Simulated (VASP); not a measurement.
# BN (I-4m2) in VASP: notebook, part 2 of 2

VASP 6.6.1. The steps go on from the part before.

**3. Single point, r2SCAN (strain +0.080 along x and y, -0.080 along z)**

The input, POSCAR:

```
BN
1.0
    0.0000000000      1.9580410800      1.6679609200
    1.9580410800      0.0000000000      1.6679609200
    1.9580410800      1.9580410800      0.0000000000
B N
1 1
Direct
    0.0000000000      0.0000000000      0.0000000000
    0.7500000000      0.7500000000      0.7500000000
```

The input, INCAR.step1:

```
PREC = Accurate ; ENCUT = 520
ISMEAR = 0 ; SIGMA = 0.05
LREAL = F ; LASPH = T
NELM = 100 ; NBANDS = 11
GGA = PE ; ALGO = Normal
EDIFF = 1E-4 ; LWAVE = T
LCHARG = F
```

The input, INCAR.step2:

```
PREC = Accurate ; ENCUT = 520
EDIFF = 1E-6 ; ISMEAR = 0
SIGMA = 0.05 ; LREAL = F
LASPH = T ; NELM = 100
ALGO = Normal ; ISIF = 2
LWAVE = F ; LCHARG = F
METAGGA = R2SCAN ; LMIXTAU = T
NBANDS = 11 ; ISTART = 1
```

The input, KPOINTS:

```
Automatic mesh
0
Gamma
  12 12 12
```

Potentials or basis: VASP PAW PBE potentials, release 64 (B, N).

Run with:

```sh
$ cat potpaw_PBE.64/B/POTCAR potpaw_PBE.64/N/POTCAR > POTCAR
$ cp INCAR.step1 INCAR
$ mpirun -np 1 vasp_std > vasp.out
$ cp INCAR.step2 INCAR
$ mpirun -np 1 vasp_std > vasp.out
```

OUTCAR:

```text
PREC = Accurate
   ENCUT = 520
   EDIFF = 1E-6
   ISMEAR = 0
   LREAL = F
   LASPH = T
   NELM = 100
   ISIF = 2
   METAGGA = R2SCAN
   ISTART = 1

 ion  position               nearest neighbor table
   1  0.000  0.000  0.000-   2 1.62   2 1.62   2 1.62   2 1.62
   2  0.750  0.750  0.750-   1 1.62   1 1.62   1 1.62   1 1.62

  LATTYP: Found a body centered tetragonal cell.
 ALAT       =     2.7690882510
 C/A-ratio  =     1.2047004420

  Lattice vectors:

 A1 = (   0.0000000000,  -1.9580410800,  -1.6679609200)
 A2 = (   0.0000000000,   1.9580410800,  -1.6679609200)
 A3 = (   1.9580410800,   0.0000000000,   1.6679609200)

Analysis of symmetry for initial positions (statically):
=====================================================================
 Subroutine PRICEL returns:
 Original cell was already a primitive cell.

 Routine SETGRP: Setting up the symmetry group for a
 body centered tetragonal supercell.

 Subroutine GETGRP returns: Found  8 space group operations
 (whereof  8 operations were pure point group operations)
 out of a pool of 16 trial point group operations.

The static configuration has the point symmetry D_2d.

Analysis of symmetry for dynamics (positions and initial velocities):
=====================================================================
 Subroutine PRICEL returns:
 Original cell was already a primitive cell.

 Routine SETGRP: Setting up the symmetry group for a
 body centered tetragonal supercell.

 Subroutine GETGRP returns: Found  8 space group operations
 (whereof  8 operations were pure point group operations)
 out of a pool of 16 trial point group operations.

The dynamic configuration has the point symmetry D_2d.

 Subroutine INISYM returns: Found  8 space group operations
 (whereof  8 operations are pure point group operations),
 and found     1 'primitive' translations

----------------------------------------------------------------------------------------

                                     Primitive cell
[... 113 lines left out ...]
  Fermi-wavevector in a.u.,A,eV,Ry     =   1.400076  2.645760 26.670322  1.960213
  Thomas-Fermi vector in A             =   2.523073
   LORBIT       =      0    0 simple, 1 ext, 2 COOP (PROOUT), +10 PAW based schemes
   METAGGA = R2SCAN    functional components
   LHFCALC =     F    Hartree Fock is set to
   AEXX    =    0.0000 exact exchange contribution
   IVDW    =     0    specifies the selected vdW correction
   LEPSILON=     F    determine dielectric tensor
   LRPA    =     F    only Hartree local field effects (RPA)
 non-spin polarized calculation
 Gauss-broadening in eV      SIGMA  =   0.05
  energy-cutoff  :      520.00
  volume of cell :       12.79
 maximum number of plane-waves:       354
   NGX =  9   NGY =  9   NGZ = 11

 number of electron       8.0000001 magnetization

 Free energy of the ion-electron system (eV)
  ---------------------------------------------------
  ext. energy  EPLUGINS =         0.00000000
  ---------------------------------------------------
  free energy    TOTEN  =       -18.73389021 eV

  energy without entropy =      -18.73389021  energy(sigma->0) =      -18.73389021

 E-fermi :   7.3468     XC(G=0): -13.2510

 val. band max:        7.1347211056   @ k =   0.0000   0.0000   0.0000
 cond. band min:       9.8113969332   @ k =   0.5000   0.5000   0.0000
 fundamental gap:      2.6766758277
 Fermi energy:         7.3468351533

 k-point     1 :       0.0000    0.0000    0.0000
  band No.  band energies     occupation
      1     -14.0373      2.00000
      2       5.9469      2.00000
      3       5.9469      2.00000
      4       7.1347      2.00000
      5      14.9844      0.00000
      6      15.9259      0.00000
      7      16.0642      0.00000
      8      16.0642      0.00000
      9      30.3504      0.00000
     10      31.1204      0.00000
     11      32.8510      0.00000
[... 309 lines left out ...]
 k-point    24 :      -0.4167    0.1667    0.0000
  band No.  band energies     occupation
      1      -9.7485      2.00000
      2      -3.0414      2.00000
      3       2.7368      2.00000
      4       3.5732      2.00000
      5      13.9756      0.00000
      6      18.4073      0.00000
      7      19.3828      0.00000
      8      21.6074      0.00000
      9      27.2748      0.00000
     10      31.9830      0.00000
     11      32.4335      0.00000

 [... further k-points ...]
[... 5 lines left out ...]
  --------------------------------------------------------------------------------------
  -------------------------------------------------------------------------------------
  Total       -4.2234250     -4.2234250      1.8206430      0.0000000     -0.0000000      0.0000000
  in kB     -529.0733683   -529.0733683    228.0740727      0.0000000     -0.0000000      0.0000000
  external PRESSURE =    -276.6908880 kB  Pullay stress =       0.0000000 kB

 VOLUME and BASIS-vectors are now :
 -----------------------------------------------------------------------------
  energy-cutoff  :      520.00
  volume of cell :       12.79
      direct lattice vectors                 reciprocal lattice vectors
     0.000000000  1.958041080  1.667960920    -0.255357257  0.255357257  0.299767215
     1.958041080  0.000000000  1.667960920     0.255357257 -0.255357257  0.299767215
     1.958041080  1.958041080  0.000000000     0.255357257  0.255357257 -0.299767215

 POSITION                                       TOTAL-FORCE (eV/Angst)
 -----------------------------------------------------------------------------------
      0.00000      0.00000      0.00000         0.000000      0.000000      0.000000
      2.93706      2.93706      2.50194        -0.000000     -0.000000     -0.000000
 -----------------------------------------------------------------------------------
    total drift:                                0.000047      0.000047      0.000050

  FREE ENERGIE OF THE ION-ELECTRON SYSTEM (eV)
  ---------------------------------------------------
  free  energy   TOTEN  =       -18.7338902099 eV

  energy  without entropy=      -18.7338902099  energy(sigma->0) =      -18.73389021
```

OUTCAR.step1:

```text
PREC = Accurate
   ENCUT = 520
   ISMEAR = 0
   LREAL = F
   LASPH = T
[... 557 lines left out ...]
 -----------------------------------------------------------------------------------
      0.00000      0.00000      0.00000        -0.000000     -0.000000      0.000000
      2.93706      2.93706      2.50194         0.000000      0.000000     -0.000000
 -----------------------------------------------------------------------------------
    total drift:                                0.000000      0.000000      0.000001

  FREE ENERGIE OF THE ION-ELECTRON SYSTEM (eV)
  ---------------------------------------------------
  free  energy   TOTEN  =       -17.0493434416 eV

  energy  without entropy=      -17.0493434416  energy(sigma->0) =      -17.04934344
```

OSZICAR.step1:

```text
N       E                     dE             d eps       ncg     rms          rms(c)
DAV:   1     0.103081163840E+02    0.10308E+02   -0.50146E+03  3656   0.725E+02
DAV:   2    -0.173508148248E+02   -0.27659E+02   -0.26769E+02  4265   0.159E+02
DAV:   3    -0.179035769683E+02   -0.55276E+00   -0.55204E+00  4189   0.197E+01
DAV:   4    -0.179042717844E+02   -0.69482E-03   -0.69481E-03  3805   0.782E-01
DAV:   5    -0.179042725022E+02   -0.71777E-06   -0.71778E-06  3993   0.246E-02    0.629E+00
DAV:   6    -0.171031157169E+02    0.80116E+00   -0.32463E+00  3763   0.990E+00    0.295E+00
DAV:   7    -0.170602710704E+02    0.42845E-01   -0.74629E-02  3931   0.238E+00    0.181E+00
DAV:   8    -0.170492335805E+02    0.11037E-01   -0.30121E-02  3922   0.124E+00    0.145E-01
DAV:   9    -0.170492575965E+02   -0.24016E-04   -0.12700E-03  3724   0.258E-01    0.742E-02
DAV:  10    -0.170493434416E+02   -0.85845E-04   -0.12746E-04  3780   0.971E-02
   1 F= -.17049343E+02 E0= -.17049343E+02  d E =-.593686E-17
```

Wall time 2.8 min (1 thread of AMD EPYC 7R13, shared host); peak memory 0.11 GiB.

What came out:

```
Free energy            : -18.7339 eV
Pressure               : -27.7 GPa
Band gap on the k mesh : 2.68 eV, indirect (least direct gap 7.85 eV)
```

Caveat: the cell differs from its parent crystal (strain +0.080 along x and y, -0.080 along z); the PAW data sets were made with another functional, which shifts forces and pressure a little. A k mesh can miss the band edges.

**4. Single point, r2SCAN (strain +0.080 along x and y, +0.000 along z)**

The input, POSCAR:

```
BN
1.0
    0.0000000000      1.9580410800      1.8130010000
    1.9580410800      0.0000000000      1.8130010000
    1.9580410800      1.9580410800      0.0000000000
B N
1 1
Direct
    0.0000000000      0.0000000000      0.0000000000
    0.7500000000      0.7500000000      0.7500000000
```

The input, INCAR.step1:

```
ALGO = Normal ; EDIFF = 1E-4
ENCUT = 520 ; GGA = PE
ISMEAR = 0 ; LASPH = T
LCHARG = F ; LREAL = F
LWAVE = T ; NBANDS = 11
NELM = 60 ; PREC = Accurate
SIGMA = 0.05
```

The input, INCAR.step2:

```
ALGO = Normal ; EDIFF = 1E-6
ENCUT = 520 ; ISIF = 2
ISMEAR = 0 ; ISTART = 1
LASPH = T ; LCHARG = T
LELF = T ; LMIXTAU = T
LREAL = F ; LVHAR = T
LWAVE = F ; METAGGA = R2SCAN
NBANDS = 11 ; NELM = 60
PREC = Accurate ; SIGMA = 0.05
```

The input, KPOINTS:

```
k-points
0
Gamma
  12 12 12
```

Run with:

```sh
$ cat potpaw_PBE.64/B/POTCAR potpaw_PBE.64/N/POTCAR > POTCAR
$ cp INCAR.step1 INCAR
$ mpirun -np 1 vasp_std > vasp.out
$ cp INCAR.step2 INCAR
$ mpirun -np 1 vasp_std > vasp.out
```

Wall time 3.3 min (1 thread of AMD EPYC 7R13, shared host); peak memory 0.11 GiB.

Results (log left out):

- Free energy: -18.7334 eV
- Pressure: -47.5 GPa
- Band gap on the k mesh: 3.66 eV, indirect (least direct gap 7.94 eV)

Stress tensor (GPa, compression positive):
```
-60.12   0.00   0.00
  0.00 -60.12   0.00
  0.00   0.00 -22.37
```

Levels at points of the mesh, in eV from the valence-band top:
```
           k point  band 2  band 3  band 4  band 5  band 6  band 7
(0.00, 0.00, 0.00)   -0.61   -0.61    0.00    7.94    8.03    8.54
(0.50, 0.00, 0.00)  -10.05   -2.62   -1.63    7.75    9.78   10.93
(0.50, 0.50, 0.00)   -8.02   -5.33   -5.33    3.66    7.28   16.44
(0.50, 0.00, 0.50)   -9.05   -4.40   -4.37    4.75    9.02   15.66
```

Caveat: the cell differs from its parent crystal (strain +0.080 along x and y, +0.000 along z); the PAW data sets were made with another functional, which shifts forces and pressure a little.

**5. The runs side by side**

| cell | gap on the mesh (eV) | pressure (GPa) |
| --- | --- | --- |
| a = 2.464, b = 2.464, c = 2.564 Å, angles 58.6, 58.6, 62.7°, 2 atoms | 3.57 | 32.3 |
| a = 2.572, b = 2.572, c = 2.769 Å, angles 57.4, 57.4, 65.1°, 2 atoms | 2.68 | -27.7 |
| a = 2.669, b = 2.669, c = 2.769 Å, angles 58.7, 58.7, 62.5°, 2 atoms | 3.66 | -47.5 |

Alike in all rows: task single point; level r2SCAN; potentials or basis VASP PAW PBE potentials, release 64 (B, N); no spin polarisation; k mesh 12 × 12 × 12; cutoff (eV) 520; smearing gaussian 0.05 eV.

Caveats: the PAW data sets were made with another functional, which shifts forces and pressure a little.

Absolute energies hang on the potentials; compare differences alone.
